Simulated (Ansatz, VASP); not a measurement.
## Ge: VASP beside Ansatz

The input INCAR:

```
ALGO     = Normal         # electronic algorithm
EDIFF    = 1E-7           # SCF threshold, eV
ENCUT    = 520            # plane-wave cutoff, eV
GGA      = PE             # functional
ISIF     = 2              # what is computed and relaxed
ISMEAR   = 0              # smearing method
LASPH    = True           # aspherical terms in the spheres
LCHARG   = False          # write CHGCAR
LREAL    = False          # projectors in reciprocal space
LWAVE    = False          # write WAVECAR
NBANDS   = 13             # bands
NELM     = 80             # most SCF steps
PREC     = Accurate       # precision mode
SIGMA    = 0.1            # smearing width, eV
```

File KPOINTS:

```
k-points
0
Gamma
  8 8 8
```

The input POSCAR:

```
Ge
1.0
   -1.6237105800      1.9337603100      1.9474456200
    1.6237105800     -1.9337603100      1.9474456200
    1.6237105800      1.9337603100     -1.9474456200
Ge
1
Direct
    0.0000000000      0.5000000000      0.5000000000
```

Input for Ansatz:

```yaml
crystal:
  lattice:
    - [-1.62371058, 1.93376031, 1.94744562]
    - [1.62371058, -1.93376031, 1.94744562]
    - [1.62371058, 1.93376031, -1.94744562]
  atoms:
    - { symbol: Ge, position: [0.0, 0.5, 0.5] }
basis:
  ecutwfc: 420
kpoints:
  mp_grid: { grid: [8, 8, 8] }
hamiltonian:
  xc: pbe
scf:
  occupations: { method: gaussian, width: 0.1 }
  lower_state_search: "off"
output:
  forces: true
  stress: true
  eigenvalues: true
```

Alike in both runs: task single point; functional PBE; k mesh 8 × 8 × 8; occupations gaussian, width 0.1 eV; no spin polarisation.

```csv
,VASP,Ansatz
version,VASP 6.6.1,Ansatz 0.2.0
potentials or method,"VASP PAW PBE potentials, release 64 (Ge_d), cutoff 520 eV","scalar-relativistic, plane waves, PAW"
valence electrons in the cell,14,14
```

```tsv
	VASP	Ansatz	Ansatz less VASP
gap on the k mesh at the Fermi level (eV)	none	none	-
pressure (GPa)	-9.3	-9.3	+0.01
traceless stress, the component that is largest in VASP (GPa)	-1.75	-1.75	+0.002
```

A gap of «none» marks a metal or a gap that the smearing closes.
